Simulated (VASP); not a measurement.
A run of VASP 6.6.1:

INCAR

```
PREC = Accurate
ENCUT = 520
EDIFF = 1E-7
ISMEAR = 0
SIGMA = 0.15
LREAL = F
LASPH = T
NELM = 80
ALGO = Fast
ISIF = 2
LWAVE = F
LCHARG = F
GGA = PS
NBANDS = 12
```

The input KPOINTS:

```
Automatic mesh
0
Gamma
  20 20 20
```

File POSCAR:

```
Au
1.0
   -1.7401324500      1.7401324500      1.6572690000
    1.7401324500     -1.7401324500      1.6572690000
    1.7401324500      1.7401324500     -1.6572690000
Au
1
Direct
    0.0000000000      0.0000000000      0.0000000000
```

Potentials or basis: VASP PAW PBE potentials, release 64 (Au).

Command:

```console
$ cat potpaw_PBE.64/Au/POTCAR > POTCAR
$ mpirun -np 1 vasp_std > vasp.out
```

Hardware: 1 thread of Intel(R) Xeon(R) 6975P-C (Granite Rapids), with other jobs on the host.

**Question.** Estimate the wall time of this run.

**Answer.** Wall time 39 s on 1 thread of Intel(R) Xeon(R) 6975P-C (Granite Rapids), with other jobs on the host, peak memory 0.26 GiB. Counts: scf iterations 13, k points 641.
